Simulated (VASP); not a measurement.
A run of VASP 6.6.1:

INCAR

```
PREC = Accurate
ENCUT = 520
EDIFF = 1E-6
ISMEAR = 0
SIGMA = 0.1
LREAL = F
LASPH = T
NELM = 100
ALGO = Normal
ISIF = 2
LWAVE = F
LCHARG = F
GGA = PS
NBANDS = 16
```

File KPOINTS:

```
regular mesh
0
Gamma
  4 4 4
```

The input POSCAR:

```
Al2Cu
1.0
    4.0866984621      0.0013549814     -0.0100177851
    0.0013549814      4.1025583957      0.0178365925
   -0.0070556074      0.0125624568      2.9085422956
Al Cu
2 1
Direct
    0.4687560276      0.0117958310      0.4766540501
    0.0213922591      0.5074259987      0.4270045301
    0.0251393845      0.0352885078      0.0181625366
```

Potentials or basis: VASP PAW PBE potentials, release 64 (Al, Cu).

Run with:

```bash
$ cat potpaw_PBE.64/Al/POTCAR potpaw_PBE.64/Cu/POTCAR > POTCAR
$ mpirun -np 1 vasp_std > vasp.out
```

Hardware: 1 thread of AMD EPYC 7R13 Processor (Zen 3) (shared host).

How long does it take, and how much memory?

It took 41 s on 1 thread of AMD EPYC 7R13 Processor (Zen 3) (shared host), peak memory 0.14 GiB. Counts: scf iterations 14, k points 36.
